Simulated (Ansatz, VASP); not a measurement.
**One calculation of TaAl2, two programs**

```
Ta Al
1.0
     4.45129    0.00000    0.00000
    -2.22564    3.85493    0.00000
     0.00000    0.00000    2.83925
Ta Al
1 2
Cartesian
  0.0000 0.0000 0.0000
  0.0000 2.5700 1.4196
  2.2256 1.2850 1.4196
```

Change from the starting cell: species swapped into the YbSi2 type (P6/mmm, No. 191).

Alike in both runs: functional PBE; k mesh 6 × 6 × 4; occupations gaussian, width 0.1 eV; no spin polarisation.

Ansatz relaxed the structure, and its values are those at the end. VASP's run is a single point on that final structure, the one shown.

|  | VASP | Ansatz |
| --- | --- | --- |
| version | VASP 6.6.1 | Ansatz 0.2.0 |
| potentials or method | VASP PAW PBE potentials, release 64 (Ta_pv, Al), cutoff 520 eV | scalar-relativistic, plane waves, PAW |
| valence electrons in the cell | 17 | 19 |

```tsv
	VASP	Ansatz	Ansatz less VASP
gap on the k mesh at the Fermi level (eV)	none	none	-
pressure (GPa)	0.1	0.1	-0.03
```

A gap of «none» marks a metal or a gap that the smearing closes. VASP's potentials hold 17 valence electrons a cell and Ansatz's 19, so a difference there can come from the potentials and not from the codes.

The k mesh is coarse, so the values compare programs but aren't converged. Neither program's run includes spin-orbit coupling.
